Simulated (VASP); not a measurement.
A run of VASP 6.6.1 is set up as follows.

File POSCAR:

```
BN
1.0
    0.0000000000      1.8048254535      1.7598852997
    1.8048254535      0.0000000000      1.7598852997
    1.8048254535      1.8048254535      0.0000000000
B N
1 1
Direct
    0.0000000000      0.0000000000      0.0000000000
    0.2500000000      0.2500000000      0.2500000000
```

The input INCAR.step1:

```
SYSTEM = BN
PREC = Accurate
ENCUT = 520
EDIFF = 1E-5
ISMEAR = 0
SIGMA = 0.01
LREAL = .False.
LASPH = .True.
NELM = 60
ALGO = Normal
ISIF = 2
LWAVE = .True.
GGA = PE
NBANDS = 11
```

The input INCAR.step2:

```
SYSTEM = BN
PREC = Accurate
ENCUT = 520
EDIFF = 1E-6
ISMEAR = 0
SIGMA = 0.01
LREAL = .False.
LASPH = .True.
NELM = 60
ALGO = Normal
ISIF = 2
LWAVE = .False.
LCHARG = .True.
GGA = PE
LHFCALC = .True.
HFSCREEN = 0.2079
PRECFOCK = Normal
LELF = .True.
LVHAR = .True.
ISTART = 1
NBANDS = 11
```

Contents of KPOINTS:

```
Automatic mesh
0
Gamma
  8 8 8
  0 0 0
```

Potentials or basis: VASP PAW PBE potentials, release 64 (B, N).

Command:

```sh
$ cat potpaw_PBE.64/B/POTCAR potpaw_PBE.64/N/POTCAR > POTCAR
$ cp INCAR.step1 INCAR
$ mpirun -np 1 vasp_std > vasp.out
$ cp INCAR.step2 INCAR
$ mpirun -np 1 vasp_std > vasp.out
```

(1) Predict the band gap on the k mesh.

(2) Estimate the pressure.

Answers

(1) 5.35 eV (least direct gap 10.42 eV).

(2) 6.4 GPa.

Caveat: the cell differs from its parent crystal (uniaxial z strain -2.5%); the stress differs along the axes, from 1 to 17 GPa; the PAW data sets were made with another functional, which shifts forces and pressure a little.
